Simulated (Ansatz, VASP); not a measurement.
**Two plane-wave programs on MgCdSe**

Contents of INCAR:

```
PREC = Accurate
ENCUT = 520
EDIFF = 1E-7
ISMEAR = 0
SIGMA = 0.1
LREAL = False
LASPH = True
NELM = 100
ALGO = Normal
ISIF = 2
LWAVE = False
LCHARG = False
GGA = PE
NBANDS = 17
```

KPOINTS

```
Automatic mesh
0
Gamma
  6 6 4
```

Contents of POSCAR:

```
MgCdSe
1.0
    4.6329249400      0.0000000000      0.0000000000
   -2.3164624700      4.0122306900      0.0000000000
    0.0000000000      0.0000000000      3.7449954900
Mg Cd Se
1 1 1
Direct
    0.0000000000      0.0000000000      0.0000000000
    0.3333333300      0.6666666700      0.5000000000
    0.6666666700      0.3333333300      0.5000000000
```

Input for Ansatz:

```yaml
crystal:
  lattice:
    - [4.63292494, 0.0, 0.0]
    - [-2.31646247, 4.01223069, 0.0]
    - [0.0, 0.0, 3.74499549]
  atoms:
    - { symbol: Mg, position: [0.0, 0.0, 0.0] }
    - { symbol: Cd, position: [0.33333333, 0.66666667, 0.5] }
    - { symbol: Se, position: [0.66666667, 0.33333333, 0.5] }
basis:
  ecutwfc: 420
kpoints:
  mp_grid: { grid: [6, 6, 4] }
hamiltonian:
  xc: pbe
scf:
  occupations: { method: gaussian, width: 0.1 }
  lower_state_search: "off"
output:
  forces: true
  stress: true
  eigenvalues: true
```

Change from the starting cell: species swapped into the DyAlGa type (P-6m2, No. 187).

Alike in both runs: task single point; functional PBE; k mesh 6 × 6 × 4; occupations gaussian, width 0.1 eV; no spin polarisation.

```csv
,VASP,Ansatz
version,VASP 6.6.1,Ansatz 0.2.0
potentials or method,"VASP PAW PBE potentials, release 64 (Mg, Cd, Se), cutoff 520 eV","scalar-relativistic, plane waves, PAW"
valence electrons in the cell,20,46
```

VASP gave:

| Quantity | Value |
| --- | --- |
| gap on the k mesh at the Fermi level (eV) | none |
| pressure (GPa) | 3.1 |
| traceless stress, the component that is largest in VASP (GPa) | -4.03 |

Q: Which values does Ansatz return?

A: gap on the k mesh at the Fermi level (eV): none; pressure (GPa): 2.9; traceless stress, the component that is largest in VASP (GPa): -3.85.

A gap of «none» marks a metal or a gap that the smearing closes. With one functional, cell and mesh, what is left measures potentials, basis and numerics. VASP's potentials hold 20 valence electrons a cell and Ansatz's 46, so a difference there can come from the potentials and not from the codes.

The k mesh is coarse, so the values compare programs but aren't converged.
